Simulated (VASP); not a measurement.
LuBC:

```
CELL_PARAMETERS angstrom
2.99107 0.00000 0.00000
-1.49553 2.59034 0.00000
0.00000 0.00000 7.74418
ATOMIC_POSITIONS crystal
Lu 0.00000 0.00000 0.00000
Lu 0.00000 0.00000 0.50000
B 0.66667 0.33333 0.25000
B 0.33333 0.66667 0.75000
C 0.66667 0.33333 0.75000
C 0.33333 0.66667 0.25000
```

Program: VASP 6.6.1. Alike in all runs: task single point; potentials or basis VASP PAW PBE potentials, release 64 (Lu, B, C); no spin polarisation; cell as given; k mesh 10 × 10 × 4; cutoff (eV) 520; smearing methfessel-paxton 0.15 eV.

Problem. Order these runs on this cell by their pressure, lowest first.
A. level LDA
B. level PBEsol
C. level BLYP
D. level RPBE

Solution. A (-10.9 GPa), B (-5.9 GPa), D (4.9 GPa), C (7.7 GPa).

Caveats: the PAW data sets were made with another functional, which shifts forces and pressure a little.
